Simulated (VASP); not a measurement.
# Li2O in VASP: further runs, part 2 of 2

VASP 6.6.1. Earlier steps stand in the parts before.

## (3) Single point, PBEsol (equal xy, yz and zx engineering shears of +0.5 %)

INCAR

```
ALGO = Normal
EDIFF = 1E-6
ENCUT = 750
GGA = PS
GGA_COMPAT = F
ISIF = 2
ISMEAR = 0
LASPH = T
LCHARG = F
LREAL = F
LWAVE = F
NBANDS = 13
NELM = 120
PREC = Accurate
SIGMA = 0.01
```

KPOINTS

```
k-points
0
Gamma
  8 8 8
```

POSCAR

```
Li2O
1.0
    0.0114496745      2.2956597308      2.2956597308
    2.2956597308      0.0114496745      2.2956597308
    2.2956597308      2.2956597308      0.0114496745
Li O
2 1
Direct
    0.2500000000      0.2500000000      0.2500000000
    0.7500000000      0.7500000000      0.7500000000
    0.0000000000      0.0000000000      0.0000000000
```

Potentials or basis: VASP PAW PBE potentials, release 64 (Li_sv, O).

Launch:

```
cat potpaw_PBE.64/Li_sv/POTCAR potpaw_PBE.64/O/POTCAR > POTCAR
mpirun -np 1 vasp_std > vasp.out
```

OUTCAR:

```text
EDIFF = 1E-6
   ENCUT = 750
   GGA = PS
   ISIF = 2
   ISMEAR = 0
   LASPH = T
   LREAL = F
   NELM = 120
   PREC = Accurate

 ion  position               nearest neighbor table
   1  0.250  0.250  0.250-   3 1.98   3 1.98   3 1.98   3 1.99   2 2.29   2 2.29   2 2.29   2 2.29
                             2 2.29   2 2.29
   2  0.750  0.750  0.750-   3 1.98   3 1.98   3 1.98   3 1.99   1 2.29   1 2.29   1 2.29   1 2.29
                             1 2.29   1 2.29
   3  0.000  0.000  0.000-   2 1.98   2 1.98   2 1.98   1 1.98   1 1.98   1 1.98   2 1.99   1 1.99

  LATTYP: Found a trigonal (rhomboedric) cell.
 ALAT       =     3.2465733157
 COS(alpha) =     0.5049812504

  Lattice vectors:

 A1 = (   0.0114496745,   2.2956597308,   2.2956597308)
 A2 = (   2.2956597308,   0.0114496745,   2.2956597308)
 A3 = (   2.2956597308,   2.2956597308,   0.0114496745)

Analysis of symmetry for initial positions (statically):
=====================================================================
 Subroutine PRICEL returns:
 Original cell was already a primitive cell.

 Routine SETGRP: Setting up the symmetry group for a
 trigonal (rhombohedral) supercell.

 Subroutine GETGRP returns: Found 12 space group operations
[... 177 lines left out ...]
      1     -40.8627      2.00000
      2     -40.4826      2.00000
      3     -14.0375      2.00000
      4       1.3462      2.00000
      5       1.3648      2.00000
      6       1.3648      2.00000
      7       6.7030      0.00000
      8      13.2007      0.00000
      9      13.3613      0.00000
     10      13.3613      0.00000
     11      20.4300      0.00000
     12      20.4753      0.00000
     13      20.4753      0.00000
[... 354 lines left out ...]
  band No.  band energies     occupation
      1     -40.7678      2.00000
      2     -40.5546      2.00000
      3     -13.8810      2.00000
      4      -0.5850      2.00000
      5       0.6567      2.00000
      6       1.0998      2.00000
      7       8.6272      0.00000
      8      12.5728      0.00000
      9      14.0154      0.00000
     10      14.5641      0.00000
     11      16.5754      0.00000
     12      20.1666      0.00000
     13      23.4293      0.00000

 [... further k-points ...]
[... 5 lines left out ...]
  --------------------------------------------------------------------------------------
  -------------------------------------------------------------------------------------
  Total        0.0169536      0.0169536      0.0169536     -0.0449438     -0.0449438     -0.0449438
  in kB        1.1310506      1.1310506      1.1310506     -2.9983972     -2.9983972     -2.9983972
  external PRESSURE =       1.1310506 kB  Pullay stress =       0.0000000 kB

 VOLUME and BASIS-vectors are now :
 -----------------------------------------------------------------------------
  energy-cutoff  :      750.00
  volume of cell :       24.02
      direct lattice vectors                 reciprocal lattice vectors
     0.011449674  2.295659731  2.295659731    -0.219438567  0.218349542  0.218349542
     2.295659731  0.011449674  2.295659731     0.218349542 -0.219438567  0.218349542
     2.295659731  2.295659731  0.011449674     0.218349542  0.218349542 -0.219438567

 POSITION                                       TOTAL-FORCE (eV/Angst)
 -----------------------------------------------------------------------------------
      1.15069      1.15069      1.15069        -0.001938     -0.001938     -0.001938
      3.45208      3.45208      3.45208         0.001938      0.001938      0.001938
      0.00000      0.00000      0.00000        -0.000000     -0.000000     -0.000000
 -----------------------------------------------------------------------------------
    total drift:                                0.000000     -0.000000      0.000000

  FREE ENERGIE OF THE ION-ELECTRON SYSTEM (eV)
  ---------------------------------------------------
  free  energy   TOTEN  =       -14.7565070128 eV

  energy  without entropy=      -14.7565070128  energy(sigma->0) =      -14.75650701
```

OSZICAR:

```text
N       E                     dE             d eps       ncg     rms          rms(c)
DAV:   1     0.564677583818E+02    0.56468E+02   -0.71171E+03  1690   0.127E+03
DAV:   2    -0.104297177210E+02   -0.66897E+02   -0.63235E+02  2038   0.264E+02
DAV:   3    -0.162952463316E+02   -0.58655E+01   -0.58103E+01  3048   0.564E+01
DAV:   4    -0.163715645775E+02   -0.76318E-01   -0.76312E-01  1932   0.818E+00
DAV:   5    -0.163722388329E+02   -0.67426E-03   -0.67425E-03  2446   0.565E-01    0.701E+00
DAV:   6    -0.148098217656E+02    0.15624E+01   -0.72873E+00  1805   0.143E+01    0.276E+00
DAV:   7    -0.147692302540E+02    0.40592E-01   -0.17385E-01  2121   0.298E+00    0.147E+00
DAV:   8    -0.147580012147E+02    0.11229E-01   -0.68556E-02  1735   0.251E+00    0.403E-01
DAV:   9    -0.147562741426E+02    0.17271E-02   -0.58827E-03  2283   0.645E-01    0.115E-01
DAV:  10    -0.147565252285E+02   -0.25109E-03   -0.52401E-04  1955   0.201E-01    0.443E-02
DAV:  11    -0.147565065139E+02    0.18715E-04   -0.44713E-05  2230   0.724E-02    0.111E-02
DAV:  12    -0.147565070128E+02   -0.49887E-06   -0.50523E-06  2126   0.253E-02
   1 F= -.14756507E+02 E0= -.14756507E+02  d E =-.273590E-37
```

stdout:

```text
POSCAR found type information on POSCAR LiO
 POSCAR found :  2 types and       3 ions
 scaLAPACK will be used
 -----------------------------------------------------------------------------
|                                                                             |
|                                                                             |
|     You enforced a specific xc type in the INCAR file but a different       |
|     I HOPE YOU KNOW WHAT YOU ARE DOING!                                     |
|                                                                             |
 -----------------------------------------------------------------------------

 LDA part: xc-table for (Slater+PW92), standard interpolation
 POSCAR, INCAR and KPOINTS ok, starting setup
 FFT: planning ... GRIDC
 FFT: planning ... GRID_SOFT
 FFT: planning ... GRID
 WAVECAR not read
 entering main loop
```

Run time: 17 s. Hardware: 1 thread of Intel Xeon 6975P-C (Granite Rapids), shared host; peak memory 0.17 GiB.

Results:

```
Free energy            : -14.7565 eV
Pressure               : 0.1 GPa
Largest force          : 0.003 eV/Å
Band gap on the k mesh : 4.86 eV, indirect (least direct gap 5.34 eV)
```

Forces on the atoms (eV/Å):
```
Li  -0.002 -0.002 -0.002
Li   0.002  0.002  0.002
O    0.000  0.000  0.000
```

Caveat: the cell differs from its parent crystal (equal xy, yz and zx engineering shears of +0.5 %); the PAW data sets were made with another functional, which shifts forces and pressure a little. A k mesh can miss the band edges.

## (4) Single point, PBEsol

INCAR

```
SYSTEM = Li2O
ALGO = Normal
EDIFF = 1E-6
ENCUT = 750
GGA = PS
GGA_COMPAT = .FALSE.
ISIF = 2
ISMEAR = -1
LASPH = .TRUE.
LCHARG = .FALSE.
LREAL = .FALSE.
LWAVE = .FALSE.
NBANDS = 13
NELM = 120
PREC = Accurate
SIGMA = 0.05
```

KPOINTS

```
k-points
0
G
  14 14 14
  0 0 0
```

POSCAR

```
Li2O
1.0
    0.0000000000      2.2899348936      2.2899348936
    2.2899348936      0.0000000000      2.2899348936
    2.2899348936      2.2899348936      0.0000000000
Li O
2 1
Direct
    0.2500000000      0.2500000000      0.2500000000
    0.7500000000      0.7500000000      0.7500000000
    0.0000000000      0.0000000000      0.0000000000
```

Launch:

```
cat potpaw_PBE.64/Li_sv/POTCAR potpaw_PBE.64/O/POTCAR > POTCAR
mpirun -np 1 vasp_std > vasp.out
```

Run time: 27 s. Hardware: 1 thread of Intel Xeon 6975P-C (Granite Rapids), shared host; peak memory 0.19 GiB.

It converged, with:

```
Free energy            : -14.7569 eV
Pressure               : 0.1 GPa
Band gap on the k mesh : 4.87 eV, indirect (least direct gap 5.35 eV)
```

Levels at points of the mesh, in eV from the valence-band top:
```csv
k point,band 2,band 3,band 4,band 5,band 6,band 7,band 8,band 9,band 10,band 11
"(0.00, 0.00, 0.00)",-41.84,-15.40,0.00,0.00,0.00,5.35,11.95,11.95,11.95,19.10
"(0.50, 0.00, 0.00)",-42.01,-15.17,-2.87,-0.46,-0.46,9.25,9.98,12.06,12.06,17.99
"(0.50, 0.50, 0.00)",-41.95,-15.12,-1.64,-1.45,-1.45,4.87,13.65,13.65,14.96,15.96
```

Caveat: the PAW data sets were made with another functional, which shifts forces and pressure a little. PBEsol gaps usually lie below the measured ones, often by a third to a half.

## (5) Relaxation of cell and atoms, PBEsol

This run uses another cell than the first one, of 8.16 Å³/atom, 1.020 times its volume.

INCAR

```
PREC = Accurate
ENCUT = 750
EDIFF = 1E-7
ISMEAR = -1
SIGMA = 0.05
LREAL = F
LASPH = T
NELM = 120
ALGO = Normal
ISIF = 3
LWAVE = F
LCHARG = F
GGA = PS
IBRION = 2
NSW = 100
EDIFFG = -0.002
GGA_COMPAT = F
NELMIN = 4
```

KPOINTS

```
Automatic mesh
0
Gamma
  14 14 14
```

POSCAR

```
Li2O
1.0
    0.0000000000      2.3050000000      2.3050000000
    2.3050000000      0.0000000000      2.3050000000
    2.3050000000      2.3050000000      0.0000000000
Li O
2 1
Direct
    0.2500000000      0.2500000000      0.2500000000
    0.7500000000      0.7500000000      0.7500000000
    0.0000000000      0.0000000000      0.0000000000
```

Launch:

```
cat potpaw_PBE.64/Li_sv/POTCAR potpaw_PBE.64/O/POTCAR > POTCAR
mpirun -np 1 vasp_std > vasp.out
```

Wall time 49 s (1 thread of Intel Xeon 6975P-C (Granite Rapids), shared host); peak memory 0.18 GiB.

Results (log left out):

| Item | Value |
| --- | --- |
| Free energy | -14.7580 eV |
| Relaxed volume | 8.01 Å³/atom |
| Relaxed cell | a = 3.240 Å, b = 3.240 Å, c = 3.240 Å, α = 60.00°, β = 60.00°, γ = 60.00° |
| Space group after relaxing (to 0.05 Å) | Fm-3m (No. 225) |
| Energy gained by relaxing | 0.7 meV/atom |
| Ionic steps | 3 |
| Pressure after relaxing | 0.0 GPa |
| Band gap on the k mesh | 4.87 eV, indirect (least direct gap 5.34 eV) |

Step by step:
```
step  energy change (eV)  largest force (eV/Å)  pressure (GPa)  volume (Å³)
   1              0.0000                0.0000           -1.56        24.49
   2             -0.0019                0.0000           -0.60        24.21
   3             -0.0022                0.0000            0.01        24.04
```

Final structure:
```cif
data_structure
_symmetry_space_group_name_H-M 'P 1'
_symmetry_Int_Tables_number 1
_cell_length_a 3.2395
_cell_length_b 3.2395
_cell_length_c 3.2395
_cell_angle_alpha 60.000
_cell_angle_beta 60.000
_cell_angle_gamma 60.000
_cell_volume 24.04
loop_
_atom_site_label
_atom_site_type_symbol
_atom_site_fract_x
_atom_site_fract_y
_atom_site_fract_z
_atom_site_occupancy
Li1 Li 0.25000 0.25000 0.25000 1
Li2 Li 0.75000 0.75000 0.75000 1
O1 O 0.00000 0.00000 0.00000 1
```

Levels at points of the mesh, in eV from the valence-band top:
```tsv
k point	band 3	band 4	band 5	band 6	band 7	band 8	band 9	band 10
(0.00, 0.00, 0.00)	-15.39	0.00	0.00	0.00	5.34	11.94	11.94	11.94
(0.50, 0.00, 0.00)	-15.16	-2.87	-0.46	-0.46	9.25	9.97	12.06	12.06
(0.50, 0.50, 0.00)	-15.12	-1.64	-1.44	-1.44	4.87	13.64	13.64	14.95
```

Caveat: the PAW data sets were made with another functional, which shifts forces and pressure a little. A k mesh can miss the band edges.

## (6) The runs side by side

| task | cell | k mesh | smearing | gap on the mesh (eV) | pressure (GPa) |
| --- | --- | --- | --- | --- | --- |
| single point | a = 3.230 Å, angles 60.3°, 3 atoms | 8 × 8 × 8 | gaussian 0.01 eV | 4.86 | 0.1 |
| single point | a = 3.247 Å, angles 59.7°, 3 atoms | 8 × 8 × 8 | gaussian 0.01 eV | 4.86 | 0.1 |
| single point | a = 3.238 Å, angles 60.0°, 3 atoms | 14 × 14 × 14 | fermi-dirac 0.05 eV | 4.87 | 0.1 |
| relaxation of cell and atoms | relaxed from a = 3.260 Å, angles 60.0°, 3 atoms | 14 × 14 × 14 | fermi-dirac 0.05 eV | 4.87 | 0.0 |

Alike in all rows: level PBEsol; potentials or basis VASP PAW PBE potentials, release 64 (Li_sv, O); no spin polarisation; cutoff (eV) 750.

Caveats: the PAW data sets were made with another functional, which shifts forces and pressure a little.

Total energies depend on the potentials used, so only differences within one code and one set of settings carry meaning.
